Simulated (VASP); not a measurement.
# CuI (P4/nmm) in VASP: a series of runs, part 2 of 2

VASP 6.6.1. The steps go on from the part before.

## (4) Relaxation of cell and atoms, BLYP+D3(BJ)

INCAR reads:

```
SYSTEM = CuI
  AGGAC = 1.0
  AGGAX = 1.0
  ALDAC = 0.0
  ALDAX = 1.0
  ALGO = Normal
  EDIFF = 1E-7
  EDIFFG = -0.01
  ENCUT = 600
  GGA = B5
  IBRION = 2
  ISIF = 3
  ISMEAR = 0
  IVDW = 12
  LASPH = .TRUE.
  LCHARG = .FALSE.
  LREAL = .FALSE.
  LWAVE = .FALSE.
  NELM = 80
  NSW = 80
  PREC = Accurate
  SIGMA = 0.01
  VDW_A1 = 0.4298
  VDW_A2 = 4.2359
  VDW_S6 = 1.0
  VDW_S8 = 2.6996
```

KPOINTS reads:

```
k-points
0
G
  4 4 4
  0 0 0
```

POSCAR reads:

```
CuI
1.0
    4.0229000000      0.0000000000      0.0000000000
    0.0000000000      4.0229000000      0.0000000000
    0.0000000000      0.0000000000      5.6506000000
Cu I
2 2
Direct
    0.0000000000      0.0000000000      0.0000000000
    0.5000000000      0.5000000000      0.0000000000
    0.0000000000      0.5000000000      0.2913000000
    0.5000000000      0.0000000000      0.7087000000
```

Potentials or basis: VASP PAW PBE potentials, release 64 (Cu, I).

On the command line:

```console
$ cat potpaw_PBE.64/Cu/POTCAR potpaw_PBE.64/I/POTCAR > POTCAR
$ mpirun -np 1 vasp_std > vasp.out
```

OUTCAR:

```text
SYSTEM = CuI
   EDIFF = 1E-7
   EDIFFG = -0.01
   ENCUT = 600
   GGA = B5
   IBRION = 2
   ISIF = 3
   ISMEAR = 0
   IVDW = 12
   LASPH = .TRUE.
   LREAL = .FALSE.
   NELM = 80
   NSW = 80
   PREC = Accurate
 IVDW          = 12

 ion  position               nearest neighbor table
   1  0.000  0.000  0.000-   3 2.60   4 2.60   3 2.60   4 2.60
   2  0.500  0.500  0.000-   3 2.60   4 2.60   4 2.60   3 2.60
   3  0.000  0.500  0.291-   1 2.60   2 2.60   1 2.60   2 2.60
   4  0.500  0.000  0.709-   1 2.60   2 2.60   2 2.60   1 2.60

  LATTYP: Found a simple tetragonal cell.
 ALAT       =     4.0229000000
 C/A-ratio  =     1.4046086157

  Lattice vectors:

 A1 = (   4.0229000000,   0.0000000000,   0.0000000000)
 A2 = (   0.0000000000,   4.0229000000,   0.0000000000)
 A3 = (   0.0000000000,   0.0000000000,   5.6506000000)

Analysis of symmetry for initial positions (statically):
=====================================================================
 Subroutine PRICEL returns:
 Original cell was already a primitive cell.

 Routine SETGRP: Setting up the symmetry group for a
 simple tetragonal supercell.

 Subroutine GETGRP returns: Found 16 space group operations
 (whereof  8 operations were pure point group operations)
 out of a pool of 16 trial point group operations.

The static configuration has the point symmetry D_2d.
 The point group associated with its full space group is D_4h.

Analysis of symmetry for dynamics (positions and initial velocities):
=====================================================================
 Subroutine PRICEL returns:
 Original cell was already a primitive cell.

 Routine SETGRP: Setting up the symmetry group for a
 simple tetragonal supercell.

 Subroutine GETGRP returns: Found 16 space group operations
 (whereof  8 operations were pure point group operations)
 out of a pool of 16 trial point group operations.

The dynamic configuration has the point symmetry D_2d.
 The point group associated with its full space group is D_4h.

 Subroutine INISYM returns: Found 16 space group operations
 (whereof  8 operations are pure point group operations),
 and found     1 'primitive' translations

----------------------------------------------------------------------------------------

                                     Primitive cell

  volume of cell :      91.4478

  direct lattice vectors                    reciprocal lattice vectors
     4.022900000  0.000000000  0.000000000     0.248576897  0.000000000  0.000000000
     0.000000000  4.022900000  0.000000000     0.000000000  0.248576897  0.000000000
     0.000000000  0.000000000  5.650600000     0.000000000  0.000000000  0.176972357

  length of vectors
     4.022900000  4.022900000  5.650600000     0.248576897  0.248576897  0.176972357

  position of ions in fractional coordinates (direct lattice)
     0.000000000  0.000000000  0.000000000
     0.500000000  0.500000000  0.000000000
     0.000000000  0.500000000  0.291300000
     0.500000000  0.000000000  0.708700000

  ion indices of the primitive-cell ions
   primitive index   ion index
                 1           1
                 2           2
                 3           3
                 4           4

----------------------------------------------------------------------------------------

 KPOINTS: k-points

Automatic generation of k-mesh.
 Grid dimensions read from file:
 generate k-points for:    4    4    4

 Generating k-lattice:

  Cartesian coordinates                     Fractional coordinates (reciprocal lattice)
     0.062144224  0.000000000  0.000000000     0.250000000  0.000000000  0.000000000
     0.000000000  0.062144224  0.000000000     0.000000000  0.250000000  0.000000000
     0.000000000  0.000000000  0.044243089     0.000000000  0.000000000  0.250000000

  Length of vectors
     0.062144224  0.062144224  0.044243089

  Shift w.r.t. Gamma in fractional coordinates (k-lattice)
     0.000000000  0.000000000  0.000000000

 Subroutine IBZKPT returns following result:
 ===========================================

 Found     18 irreducible k-points:

 Following reciprocal coordinates:
            Coordinates               Weight
  0.000000  0.000000  0.000000      1.000000
  0.250000  0.000000  0.000000      4.000000
  0.500000  0.000000  0.000000      2.000000
  0.250000  0.250000  0.000000      4.000000
  0.500000  0.250000  0.000000      4.000000
  0.500000  0.500000  0.000000      1.000000
[... 10 lines left out ...]
  0.500000  0.250000  0.500000      4.000000
  0.500000  0.500000  0.500000      1.000000
   k-points           NKPTS =     18   k-points in BZ     NKDIM =     18   number of bands    NBANDS=     22
   number of dos      NEDOS =    301   number of ions     NIONS =      4
   total plane-waves  NPLWV =  49152
   dimension x,y,z NGX =    32 NGY =   32 NGZ =   48
   dimension x,y,z NGXF=    64 NGYF=   64 NGZF=   96
   ions per type =               2   2
   NGX,Y,Z   is equivalent  to a cutoff of  13.22, 13.22, 14.12 a.u.
   NGXF,Y,Z  is equivalent  to a cutoff of  26.45, 26.45, 28.24 a.u.
 SYSTEM =  CuI
   PREC   = accura    normal or accurate (medium, high low for compatibility)
   ISTART =      0    job   : 0-new  1-cont  2-samecut
   ICHARG =      2    charge: 1-file 2-atom 10-const
   ISPIN  =      1    spin polarized calculation?
   LNONCOLLINEAR =      F non collinear calculations
   LSORBIT =      F    spin-orbit coupling
   LASPH  =      T    aspherical Exc in radial PAW
   ENCUT  =  600.0 eV  44.10 Ry    6.64 a.u.   8.03  8.03 11.29*2*pi/ulx,y,z
   NELM   =     80;   NELMIN=  2; NELMDL= -5     # of ELM steps
   EDIFF  = 0.1E-06   stopping-criterion for ELM
   LREAL  =      F    real-space projection
   EDIFFG = -.1E-01   stopping-criterion for IOM
   NSW    =     80    number of steps for IOM
   IBRION =      2    ionic relax: 0-MD 1-quasi-New 2-CG
   NFREE  =      1    steps in history (QN), initial steepest desc. (CG)
   ISIF   =      3    stress and relaxation
   ISYM   =      2    0-nonsym 1-usesym 2-fastsym
   POTIM  = 0.5000    time-step for ionic-motion
   TEBEG  =    0.0;   TEEND  =   0.0 temperature during run
   PSTRESS=    0.0 pullay stress
   NELECT =      36.0000    total number of electrons
   NUPDOWN=      -1.0000    fix difference up-down
   EMIN   =  10.00;   EMAX   =-10.00  energy-range for DOS
   EFERMI =   0.00;   METHOD = LEGACY
   ISMEAR =     0;   SIGMA  =   0.01  broadening in eV -4-tet -1-fermi 0-gaus
   EFERMI_NEDOS =   21; number of points for ismear=-14 and -15
   IALGO  =     38    algorithm
   IMIX   =      4    mixing-type and parameters
     AMIX     =   0.40;   BMIX     =  1.00
     AMIX_MAG =   1.60;   BMIX_MAG =  1.00
  volume/ion in A,a.u.               =      22.86       154.28
  Fermi-wavevector in a.u.,A,eV,Ry     =   1.199825  2.267341 19.586682  1.439581
  Thomas-Fermi vector in A             =   2.335678
   LORBIT       =      0    0 simple, 1 ext, 2 COOP (PROOUT), +10 PAW based schemes
   GGA     = B5    functional components
   LHFCALC =     F    Hartree Fock is set to
   AEXX    =    0.0000 exact exchange contribution
   IVDW    =    12    specifies the selected vdW correction
   LEPSILON=     F    determine dielectric tensor
   LRPA    =     F    only Hartree local field effects (RPA)
 conjugate gradient relaxation of ions
 non-spin polarized calculation
 Gauss-broadening in eV      SIGMA  =   0.01
  energy-cutoff  :      600.00
  volume of cell :       91.45
 maximum number of plane-waves:      3080
   NGX = 17   NGY = 17   NGZ = 23

--------------------------------------- Ionic step        1  -------------------------------------------

 number of electron      36.0000007 magnetization

 Free energy of the ion-electron system (eV)
  ---------------------------------------------------
  ext. energy  EPLUGINS =         0.00000000
  ---------------------------------------------------
  free energy    TOTEN  =        -8.20582988 eV

  energy without entropy =       -8.20582988  energy(sigma->0) =       -8.20582988

------------------------ aborting loop because EDIFF is reached ----------------------------------------

 Edisp (eV)   -3.85424

 E8    (eV) :    -2.8417
[... 111 lines left out ...]
  FREE ENERGIE OF THE ION-ELECTRON SYSTEM (eV)
  ---------------------------------------------------
  free  energy   TOTEN  =       -12.1558856535 eV

  energy  without entropy=      -12.1558856535  energy(sigma->0) =      -12.15588565

[... ionic steps 4 to 12 ...]

--------------------------------------- Ionic step       13  -------------------------------------------

 number of electron      35.9999982 magnetization

------------------------ aborting loop because EDIFF is reached ----------------------------------------
[... 79 lines left out ...]
--------------------------------------- Ionic step       15  -------------------------------------------

 number of electron      35.9999983 magnetization

 Free energy of the ion-electron system (eV)
  ---------------------------------------------------
  ext. energy  EPLUGINS =         0.00000000
  ---------------------------------------------------
  free energy    TOTEN  =        -8.65636833 eV

  energy without entropy =       -8.65636833  energy(sigma->0) =       -8.65636833

 E-fermi :   5.9004     XC(G=0):  -9.0036

 val. band max:        5.8285221964   @ k =   0.0000   0.0000   0.0000
 cond. band min:       7.3678201339   @ k =   0.0000   0.0000   0.0000
 fundamental gap:      1.5392979375
 Fermi energy:         5.9004290571

 k-point     1 :       0.0000    0.0000    0.0000
  band No.  band energies     occupation
      1      -8.2902      2.00000
      2      -7.2931      2.00000
      3      -0.1569      2.00000
      4       2.2135      2.00000
      5       2.2815      2.00000
      6       2.2815      2.00000
[... 474 lines left out ...]
  FREE ENERGIE OF THE ION-ELECTRON SYSTEM (eV)
  ---------------------------------------------------
  free  energy   TOTEN  =       -12.1661797158 eV

  energy  without entropy=      -12.1661797158  energy(sigma->0) =      -12.16617972

 reached required accuracy - stopping structural energy minimisation
```

Run time: 5.8 min. Hardware: 1 thread of Intel Xeon 6975P-C (Granite Rapids), shared host; peak memory 0.26 GiB.

Results:

- Free energy: -12.1662 eV
- Relaxed volume: 24.95 Å³/atom
- Relaxed cell: a = 4.091 Å, b = 4.091 Å, c = 5.964 Å, α = 90.00°, β = 90.00°, γ = 90.00°
- Space group after relaxing (to 0.1 Å): P4/nmm (No. 129)
- Energy gained by relaxing: 26.5 meV/atom
- Ionic steps: 15
- Pressure after relaxing: 0.0 GPa
- Largest force after relaxing: 0.004 eV/Å
- Band gap on the k mesh: 1.54 eV
- Dispersion energy per atom: -0.877 eV

Forces on the atoms (eV/Å):
```
Cu   0.000  0.000  0.000
Cu   0.000  0.000  0.000
I    0.000  0.000 -0.004
I    0.000  0.000  0.004
```

Step by step:
| step | energy change (eV) | largest force (eV/Å) | pressure (GPa) | volume (Å³) |
| --- | --- | --- | --- | --- |
| 1 | 0.0000 | 0.5095 | 4.76 | 91.45 |
| 2 | -0.0786 | 0.4436 | -1.43 | 100.73 |
| 3 | -0.0958 | 0.1901 | 0.13 | 97.74 |
| 4 | -0.0958 | 0.1781 | 0.23 | 97.61 |
| 5 | -0.0990 | 0.1320 | 0.18 | 98.03 |
| 6 | -0.1029 | 0.0451 | 0.11 | 98.84 |
| 7 | -0.1020 | 0.1199 | -0.01 | 100.47 |
| 8 | -0.1039 | 0.0278 | 0.06 | 99.53 |
| 9 | -0.1046 | 0.0042 | -0.10 | 99.86 |
| 10 | -0.1048 | 0.0385 | -0.29 | 100.21 |
| 11 | -0.1052 | 0.0342 | -0.23 | 100.16 |
| 12 | -0.1059 | 0.0230 | -0.17 | 100.00 |
| 13 | -0.1056 | 0.0015 | 0.04 | 99.67 |
| 14 | -0.1061 | 0.0136 | -0.07 | 99.88 |
| 15 | -0.1061 | 0.0043 | -0.04 | 99.80 |

Final structure:
```
Cu I
1.0
     4.09069    0.00000    0.00000
     0.00000    4.09069    0.00000
     0.00000    0.00000    5.96389
Cu I
2 2
Direct
  0.00000 0.00000 0.00000
  0.50000 0.50000 0.00000
  0.00000 0.50000 0.28693
  0.50000 0.00000 0.71307
```

Caveat: the PAW data sets were made with another functional, which shifts forces and pressure a little; spin-orbit coupling is left out, which moves the levels of the heavy elements. As with any semilocal functional, this BLYP gap is likely too small.

## (5) The runs side by side

```tsv
level	potentials or basis	gap on the mesh (eV)	pressure (GPa)	relaxed volume (Å³/atom)
LDA	VASP PAW LDA potentials, release 64 (Cu, I)	1.51	0.0	24.33
PBEsol	VASP PAW PBE potentials, release 64 (Cu, I)	1.52	0.0	26.07
BLYP+D3(BJ)	VASP PAW PBE potentials, release 64 (Cu, I)	1.54	0.0	24.95
```

Alike in all rows: task relaxation of cell and atoms; no spin polarisation; cell relaxed; k mesh 4 × 4 × 4; cutoff (eV) 600; smearing gaussian 0.01 eV.

Caveats: spin-orbit coupling is left out, which moves the levels of the heavy elements; the PAW data sets were made with another functional, which shifts forces and pressure a little (at least some runs); this functional lacks dispersion, which binds the layers, so the pressure and a relaxed spacing across them are unreliable (at least some runs).

Total energies depend on the potentials used, so only differences within one code and one set of settings carry meaning.
